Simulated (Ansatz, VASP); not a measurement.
CaO: VASP beside Ansatz

```
CELL_PARAMETERS angstrom
3.31994 0.00000 0.00000
-1.65997 2.87515 0.00000
0.00000 0.00000 5.81431
ATOMIC_POSITIONS crystal
Ca 0.00000 0.00000 0.00000
Ca 0.00000 0.00000 0.50000
O 0.33333 0.66667 0.25000
O 0.66667 0.33333 0.75000
```

Alike in both runs: task single point; functional PBE; k mesh 12 × 12 × 4; no spin polarisation.

|  | VASP | Ansatz |
| --- | --- | --- |
| version | VASP 6.6.1 | Ansatz 0.2.0 |
| potentials or method | VASP PAW PBE potentials, release 64 (Ca_sv, O) | plane waves, PAW |
| plane-wave cutoff (eV) | 520 | 420 |
| occupations | gaussian, width 0.01 eV | fixed |
| valence electrons in the cell | 32 | 32 |

Ansatz gave:

```
gap on the k mesh at the Fermi level (eV)                     : 3.85
pressure (GPa)                                                : 2.6
traceless stress, the component that is largest in VASP (GPa) : 0.38
```

Task: Estimate VASP's values.

Result: gap on the k mesh at the Fermi level (eV): 3.83; pressure (GPa): 3.3; traceless stress, the component that is largest in VASP (GPa): 0.49.
